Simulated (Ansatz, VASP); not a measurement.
## W in VASP and in Ansatz

The input INCAR:

```
SYSTEM = W
PREC     = Accurate       ! precision mode
ENCUT    = 520            ! plane-wave cutoff, eV
EDIFF    = 1E-6           ! SCF threshold, eV
ISMEAR   = 1              ! smearing method
SIGMA    = 0.2            ! smearing width, eV
LREAL    = .FALSE.        ! projectors in reciprocal space
LASPH    = .TRUE.         ! aspherical terms in the spheres
NELM     = 100            ! most SCF steps
ALGO     = Fast           ! electronic algorithm
ISIF     = 2              ! what is computed and relaxed
LWAVE    = .FALSE.        ! write WAVECAR
LCHARG   = .FALSE.        ! write CHGCAR
NBANDS   = 21             ! bands
```

The input KPOINTS:

```
Automatic mesh
0
G
  8 8 8
  0 0 0
```

The input POSCAR:

```
W
1.0
    3.1646900000      0.0000000000      0.0000000000
    0.0000000000      3.1646900000      0.0000000000
    0.0000000000      0.0000000000      3.1646900000
W
2
Direct
    0.0000000000      0.0000000000      0.0000000000
    0.5000000000      0.5000000000      0.5000000000
```

input.yaml

```yaml
crystal:
  lattice:
    - [3.16469, 0.0, 0.0]
    - [0.0, 3.16469, 0.0]
    - [0.0, 0.0, 3.16469]
  atoms:
    - { symbol: W, position: [0.0, 0.0, 0.0] }
    - { symbol: W, position: [0.5, 0.5, 0.5] }
hamiltonian:
  xc: lda
  pseudopotentials: { kind: paw }
kpoints:
  mp_grid: { grid: [8, 8, 8] }
  band_path:
    path:
      - [[0.0, 0.0, 0.0], [0.0, 0.5, 0.0], [0.5, 0.5, 0.0], [0.0, 0.0, 0.0], [0.5, 0.5, 0.5], [0.0, 0.5, 0.0]]
      - [[0.5, 0.5, 0.0], [0.5, 0.5, 0.5]]
    npoints: 14
scf:
  occupations: { method: methfessel_paxton, width: 0.2 }
  n_extra_bands: 6
output:
  forces: true
  stress: true
  eigenvalues: true
  fatbands: true
```

Alike in both runs: functional LDA; k mesh 8 × 8 × 8; occupations methfessel-paxton of order 1, width 0.2 eV; no spin polarisation.

|  | VASP | Ansatz |
| --- | --- | --- |
| version | VASP 6.6.1 | Ansatz 0.2.0 |
| potentials or method | VASP PAW LDA potentials, release 64 (W_sv) | Ansatz PAW |
| plane-wave cutoff (eV) | 520 | 420 |
| valence electrons in the cell | 28 | 28 |
| task | single point | band structure |

|  | VASP | Ansatz | Ansatz less VASP |
| --- | --- | --- | --- |
| gap on the k mesh at the Fermi level (eV) | none | none | - |
| pressure (GPa) | -7.1 | -8.9 | -1.78 |

LDA's correlation is that of Perdew and Zunger in VASP and of Perdew and Wang (1992) in Ansatz. A gap of «none» marks a metal or a gap that the smearing closes.

Spin-orbit coupling is off throughout.
